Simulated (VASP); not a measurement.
# CaS (Oldhamite) (Fm-3m) in VASP: further runs, part 2 of 2

VASP 6.6.1.

## Step 3: Single point, RPBE

This run uses another cell than the first one, of 22.98 Å³/atom, 1.020 times its volume.

Contents of INCAR:

```
SYSTEM = CaS
ALGO = Normal ; EDIFF = 1E-6
ENCUT = 500 ; GGA = RP
GGA_COMPAT = .FALSE. ; ISIF = 2
ISMEAR = 0 ; LASPH = .TRUE.
LCHARG = .TRUE. ; LELF = .TRUE.
LREAL = .FALSE. ; LVHAR = .TRUE.
LWAVE = .FALSE. ; NBANDS = 15
NELM = 120 ; PREC = Accurate
SIGMA = 0.01
```

Contents of KPOINTS:

```
k-points
0
G
  5 5 5
  0 0 0
```

Contents of POSCAR:

```
CaS
1.0
    0.0000000000      2.8430000000      2.8430000000
    2.8430000000      0.0000000000      2.8430000000
    2.8430000000      2.8430000000      0.0000000000
Ca S
1 1
Direct
    0.0000000000      0.0000000000      0.0000000000
    0.5000000000      0.5000000000      0.5000000000
```

Potentials or basis: VASP PAW PBE potentials, release 64 (Ca_sv, S).

On the command line:

```bash
$ cat potpaw_PBE.64/Ca_sv/POTCAR potpaw_PBE.64/S/POTCAR > POTCAR
$ mpirun -np 1 vasp_std > vasp.out
```

OUTCAR:

```text
SYSTEM = CaS
   EDIFF = 1E-6
   ENCUT = 500
   GGA = RP
   ISIF = 2
   ISMEAR = 0
   LASPH = .TRUE.
   LREAL = .FALSE.
   NELM = 120
   PREC = Accurate

 ion  position               nearest neighbor table
   1  0.000  0.000  0.000-   2 2.84   2 2.84   2 2.84   2 2.84   2 2.84   2 2.84
   2  0.500  0.500  0.500-   1 2.84   1 2.84   1 2.84   1 2.84   1 2.84   1 2.84

  LATTYP: Found a face centered cubic cell.
 ALAT       =     5.6860000000

  Lattice vectors:

[... 352 lines left out ...]

  FORCE on cell =-STRESS in cart. coord.  units (eV):
  Direction    XX          YY          ZZ          XY          YZ          ZX
  --------------------------------------------------------------------------------------
  -------------------------------------------------------------------------------------
  Total        0.9183775      0.9183775      0.9183775      0.0000000      0.0000000     -0.0000000
  in kB       32.0163072     32.0163072     32.0163072      0.0000000      0.0000000     -0.0000000
  external PRESSURE =      32.0163072 kB  Pullay stress =       0.0000000 kB

 VOLUME and BASIS-vectors are now :
 -----------------------------------------------------------------------------
  energy-cutoff  :      500.00
  volume of cell :       45.96
      direct lattice vectors                 reciprocal lattice vectors
     0.000000000  2.843000000  2.843000000    -0.175870559  0.175870559  0.175870559
     2.843000000  0.000000000  2.843000000     0.175870559 -0.175870559  0.175870559
     2.843000000  2.843000000  0.000000000     0.175870559  0.175870559 -0.175870559

 POSITION                                       TOTAL-FORCE (eV/Angst)
 -----------------------------------------------------------------------------------
      0.00000      0.00000      0.00000         0.000000      0.000000      0.000000
      2.84300      2.84300      2.84300         0.000000     -0.000000     -0.000000
 -----------------------------------------------------------------------------------
    total drift:                               -0.000000      0.000000      0.000000

  FREE ENERGIE OF THE ION-ELECTRON SYSTEM (eV)
  ---------------------------------------------------
  free  energy   TOTEN  =        -9.7649754765 eV

  energy  without entropy=       -9.7649754765  energy(sigma->0) =       -9.76497548
```

stdout:

```text
POSCAR found type information on POSCAR CaS
 POSCAR found :  2 types and       2 ions
 scaLAPACK will be used
 -----------------------------------------------------------------------------
|                                                                             |
|                                                                             |
|     You enforced a specific xc type in the INCAR file but a different       |
|     I HOPE YOU KNOW WHAT YOU ARE DOING!                                     |
|                                                                             |
 -----------------------------------------------------------------------------

 LDA part: xc-table for (Slater+PW92), standard interpolation
 POSCAR, INCAR and KPOINTS ok, starting setup
 FFT: planning ... GRIDC
 FFT: planning ... GRID_SOFT
 FFT: planning ... GRID
 WAVECAR not read
 entering main loop
```

Run time: 8.4 s. Hardware: 1 thread of Intel Xeon Platinum 8488C (Sapphire Rapids), shared host; peak memory 0.16 GiB.

Results:

```yaml
Free_energy: -9.7650 eV
Pressure: 3.2 GPa
Band_gap_on_the_k_mesh: 2.59 eV, indirect (least direct gap 3.35 eV)
```

Levels at points of the mesh, in eV from the valence-band top:
```csv
k point,band 4,band 5,band 6,band 7,band 8,band 9,band 10,band 11,band 12,band 13
"(0.00, 0.00, 0.00)",-20.22,-11.32,0.00,0.00,0.00,4.26,4.26,4.26,4.37,4.82
```

Caveat: the PAW data sets were made with another functional, which shifts forces and pressure a little.

## Step 4: Single point, RPBE

This run uses another cell than the first one, of 23.44 Å³/atom, 1.041 times its volume.

Contents of INCAR:

```
SYSTEM = CaS
PREC = Accurate
ENCUT = 500
EDIFF = 1E-6
ISMEAR = 0
SIGMA = 0.01
LREAL = .FALSE.
LASPH = .TRUE.
NELM = 120
ALGO = Normal
ISIF = 2
LWAVE = .FALSE.
LCHARG = .FALSE.
GGA = RP
NBANDS = 15
GGA_COMPAT = .FALSE.
```

Contents of KPOINTS:

```
Automatic mesh
0
G
  5 5 5
  0 0 0
```

Contents of POSCAR:

```
CaS
1.0
    0.0000000000      2.8618283633      2.8618283633
    2.8618283633      0.0000000000      2.8618283633
    2.8618283633      2.8618283633      0.0000000000
Ca S
1 1
Direct
    0.0000000000      0.0000000000      0.0000000000
    0.5000000000      0.5000000000      0.5000000000
```

On the command line:

```bash
$ cat potpaw_PBE.64/Ca_sv/POTCAR potpaw_PBE.64/S/POTCAR > POTCAR
$ mpirun -np 1 vasp_std > vasp.out
```

Wall time 9.2 s (1 thread of Intel Xeon Platinum 8488C (Sapphire Rapids), shared host); peak memory 0.16 GiB.

Results (log left out):

| Property | Result |
| --- | --- |
| Free energy | -9.7801 eV |
| Pressure | 2.0 GPa |
| Band gap on the k mesh | 2.64 eV, indirect (least direct gap 3.38 eV) |

Levels at points of the mesh, in eV from the valence-band top:
| k point | band 4 | band 5 | band 6 | band 7 | band 8 | band 9 | band 10 | band 11 | band 12 | band 13 |
| --- | --- | --- | --- | --- | --- | --- | --- | --- | --- | --- |
| (0.00, 0.00, 0.00) | -20.29 | -11.26 | 0.00 | 0.00 | 0.00 | 4.25 | 4.26 | 4.26 | 4.26 | 4.80 |

Caveat: the PAW data sets were made with another functional, which shifts forces and pressure a little.

## Step 5: Single point, RPBE

This run uses another cell than the first one, of 23.90 Å³/atom, 1.061 times its volume.

Contents of INCAR:

```
SYSTEM = CaS
ALGO = Normal
EDIFF = 1E-6
ENCUT = 500
GGA = RP
GGA_COMPAT = .False.
ISIF = 2
ISMEAR = 0
LASPH = .True.
LCHARG = .False.
LREAL = .False.
LWAVE = .False.
NBANDS = 15
NELM = 120
PREC = Accurate
SIGMA = 0.01
```

Contents of KPOINTS:

```
k-points
0
Gamma
  5 5 5
  0 0 0
```

Contents of POSCAR:

```
CaS
1.0
    0.0000000000      2.8804121851      2.8804121851
    2.8804121851      0.0000000000      2.8804121851
    2.8804121851      2.8804121851      0.0000000000
Ca S
1 1
Direct
    0.0000000000      0.0000000000      0.0000000000
    0.5000000000      0.5000000000      0.5000000000
```

On the command line:

```bash
$ cat potpaw_PBE.64/Ca_sv/POTCAR potpaw_PBE.64/S/POTCAR > POTCAR
$ mpirun -np 1 vasp_std > vasp.out
```

It took 8 s on 1 thread of Intel Xeon Platinum 8488C (Sapphire Rapids), shared host; peak memory 0.16 GiB.

The run converged. Its results:

| Item | Value |
| --- | --- |
| Free energy | -9.7886 eV |
| Pressure | 0.9 GPa |
| Band gap on the k mesh | 2.68 eV, indirect (least direct gap 3.41 eV) |

Levels at points of the mesh, in eV from the valence-band top:
```tsv
k point	band 5	band 6	band 7	band 8	band 9	band 10	band 11	band 12
(0.00, 0.00, 0.00)	-11.20	0.00	0.00	0.00	4.13	4.26	4.26	4.26
```

Caveat: the PAW data sets were made with another functional, which shifts forces and pressure a little.

## Step 6: Single point, RPBE

This run uses another cell than the first one, of 24.36 Å³/atom, 1.082 times its volume.

Contents of INCAR:

```
PREC = Accurate ; ENCUT = 500
EDIFF = 1E-6 ; ISMEAR = 0
SIGMA = 0.01 ; LREAL = F
LASPH = T ; NELM = 120
ALGO = Normal ; ISIF = 2
LWAVE = F ; LCHARG = T
GGA = RP ; LELF = T
LVHAR = T ; NBANDS = 15
GGA_COMPAT = F
```

Contents of KPOINTS:

```
regular mesh
0
Gamma
  5 5 5
```

Contents of POSCAR:

```
CaS
1.0
    0.0000000000      2.8987592541      2.8987592541
    2.8987592541      0.0000000000      2.8987592541
    2.8987592541      2.8987592541      0.0000000000
Ca S
1 1
Direct
    0.0000000000      0.0000000000      0.0000000000
    0.5000000000      0.5000000000      0.5000000000
```

Potentials or basis: VASP PAW PBE potentials, release 64 (Ca_sv, S).

On the command line:

```bash
$ cat potpaw_PBE.64/Ca_sv/POTCAR potpaw_PBE.64/S/POTCAR > POTCAR
$ mpirun -np 1 vasp_std > vasp.out
```

It took 10 s on 1 thread of Intel Xeon Platinum 8488C (Sapphire Rapids), shared host; peak memory 0.16 GiB.

It converged, with:

```yaml
Free_energy: -9.7910 eV
Pressure: -0.2 GPa
Band_gap_on_the_k_mesh: 2.71 eV, indirect (least direct gap 3.43 eV)
```

Levels at points of the mesh, in eV from the valence-band top:
```csv
k point,band 6,band 7,band 8,band 9,band 10,band 11
"(0.00, 0.00, 0.00)",0.00,0.00,0.00,4.02,4.26,4.26
```

Caveat: the PAW data sets were made with another functional, which shifts forces and pressure a little.

## Step 7: Overview

| cell | gap on the mesh (eV) | pressure (GPa) |
| --- | --- | --- |
| a = 3.994 Å, angles 60.0°, 2 atoms | 2.55 | 4.6 |
| a = 4.021 Å, angles 60.0°, 2 atoms | 2.59 | 3.2 |
| a = 4.047 Å, angles 60.0°, 2 atoms | 2.64 | 2.0 |
| a = 4.074 Å, angles 60.0°, 2 atoms | 2.68 | 0.9 |
| a = 4.099 Å, angles 60.0°, 2 atoms | 2.71 | -0.2 |

Alike in all rows: task single point; level RPBE; potentials or basis VASP PAW PBE potentials, release 64 (Ca_sv, S); no spin polarisation; k mesh 5 × 5 × 5; cutoff (eV) 500; smearing gaussian 0.01 eV.

Caveats: the PAW data sets were made with another functional, which shifts forces and pressure a little.

Total energies depend on the potentials used, so only differences within one code and one set of settings carry meaning.
